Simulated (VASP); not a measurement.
Write the native input for VASP 6.6.1 that does the following.

```yaml
Task: relaxation of the atoms
Functional: PBE
Potentials_or_basis: VASP PAW PBE potentials, release 64 (W_sv, C)
Cutoff: 520 eV
k_mesh: 2 × 2 × 1
Occupations: fermi-dirac, width 0.15 eV
Spin: no spin polarisation
Dipole_correction: no
Atoms_held_fixed_from_0: "[0, 2, 4, 6]"
Further_INCAR_settings: LREAL = Auto; ALGO = Normal; EDIFF = 1e-06; IBRION = 2; EDIFFG = -0.08; NSW = 45
```

The structure of WC lies in POSCAR:

```
WC
1.0
    5.7308600000      0.0000000000      0.0000000000
   -2.8654300000      4.9630700000      0.0000000000
    0.0000000000      0.0000000000     17.2163950000
W C
8 8
Selective dynamics
Direct
    0.0000000000      0.0000000000      0.0580842000  F F F
    0.0000000000      0.0000000000      0.2213547000  T T T
    0.0000000000      0.5000000000      0.0580842000  F F F
    0.0000000000      0.5000000000      0.2213547000  T T T
    0.5000000000      0.0000000000      0.0580842000  F F F
    0.5000000000      0.0000000000      0.2213547000  T T T
    0.5000000000      0.5000000000      0.0580842000  F F F
    0.5000000000      0.5000000000      0.2213547000  T T T
    0.3333333000      0.1666667000      0.1397194000  T T T
    0.3333333000      0.1666667000      0.3029900000  T T T
    0.3333333000      0.6666667000      0.1397194000  T T T
    0.3333333000      0.6666667000      0.3029900000  T T T
    0.8333333000      0.1666667000      0.1397194000  T T T
    0.8333333000      0.1666667000      0.3029900000  T T T
    0.8333333000      0.6666667000      0.1397194000  T T T
    0.8333333000      0.6666667000      0.3029900000  T T T
```

These files were run (other wordings do the same):

INCAR

```
SYSTEM = WC
PREC = Accurate ; ENCUT = 520
EDIFF = 1E-6 ; ISMEAR = -1
SIGMA = 0.15 ; LREAL = Auto
LASPH = .True. ; NELM = 60
ALGO = Normal ; ISIF = 2
LWAVE = .False. ; LCHARG = .False.
GGA = PE ; IBRION = 2
NSW = 45 ; EDIFFG = -0.08
```

KPOINTS

```
regular mesh
0
Gamma
  2 2 1
  0 0 0
```

Potentials or basis: VASP PAW PBE potentials, release 64 (W_sv, C).

Command:

```bash
$ cat potpaw_PBE.64/W_sv/POTCAR potpaw_PBE.64/C/POTCAR > POTCAR
$ mpirun -np 1 vasp_std > vasp.out
```

It gave:

```json
{"Energy gained by relaxing": "192.0 meV/atom", "Ionic steps": "10", "Band gap on the k mesh": "zero (bands 72 and 73 overlap by 0.38 eV)"}
```

Caveat: the k points lie up to 0.63 Å⁻¹ apart; there is no dipole correction, which matters where the two faces differ; spin-orbit coupling is left out, which moves the levels of the heavy elements.

Wall time 54 min on 1 thread of Intel Xeon 8259CL, on a shared host, peak memory 0.72 GiB.
